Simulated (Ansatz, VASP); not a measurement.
## One calculation of InP, two programs

INCAR

```
SYSTEM = InP
PREC     = Accurate       ! precision mode
ENCUT    = 520            ! plane-wave cutoff, eV
EDIFF    = 1E-7           ! SCF threshold, eV
ISMEAR   = -1             ! smearing method
SIGMA    = 0.05           ! smearing width, eV
LREAL    = .False.        ! projectors in reciprocal space
LASPH    = .True.         ! aspherical terms in the spheres
NELM     = 150            ! most SCF steps
ALGO     = Normal         ! electronic algorithm
ISIF     = 2              ! what is computed and relaxed
LWAVE    = .False.        ! write WAVECAR
LCHARG   = .False.        ! write CHGCAR
LNONCOLLINEAR= .True.         ! non-collinear magnetism
MAGMOM   = 0 0 0 0 0 0    ! initial moments
LORBIT   = 11             ! projections on sites
LSORBIT  = .True.         ! spin-orbit coupling
GGA_COMPAT= .False.      
LORBMOM  = .True.       
GGA      = CA             ! functional
NBANDS   = 30             ! bands
```

The input KPOINTS:

```
Automatic mesh
0
Gamma
  8 8 8
  0 0 0
```

The input POSCAR:

```
InP
1.0
    0.0000000000      2.9690636329      2.9690636329
    2.9690636329      0.0000000000      2.9690636329
    2.9690636329      2.9690636329      0.0000000000
In P
1 1
Direct
    0.0000000000      0.0000000000      0.0000000000
    0.7500000000      0.7500000000      0.7500000000
```

File input.yaml:

```yaml
crystal:
  lattice:
    - [0.0, 2.9690636329, 2.9690636329]
    - [2.9690636329, 0.0, 2.9690636329]
    - [2.9690636329, 2.9690636329, 0.0]
  atoms:
    - { symbol: In, position: [0.0, 0.0, 0.0] }
    - { symbol: P, position: [0.75, 0.75, 0.75] }
hamiltonian:
  xc: lda
  pseudopotentials: { kind: paw_fr }
magnetization:
  noncollinear: true
  spin_orbit: true
kpoints:
  mp_grid: { grid: [8, 8, 8] }
scf:
  occupations: { method: fermi_dirac, width: 0.05 }
output:
  forces: true
  stress: true
  eigenvalues: true
  write_density: true
  write_potential: true
  elf: true
  volumetric_format: npy
```

Alike in both runs: task single point; functional LDA; k mesh 8 × 8 × 8; occupations fermi-dirac, width 0.05 eV; non-collinear spin, spin-orbit coupling.

```csv
,VASP,Ansatz
version,VASP 6.6.1,Ansatz 0.2.0
potentials or method,"VASP PAW LDA potentials, release 64 (In_d, P)",Ansatz PAW
plane-wave cutoff (eV),520,420
valence electrons in the cell,18,18
```

```csv
,VASP,Ansatz,Ansatz less VASP
pressure (GPa),-3.6,-3.6,-0.04
```

LDA's correlation is that of Perdew and Zunger in VASP and of Perdew and Wang (1992) in Ansatz.
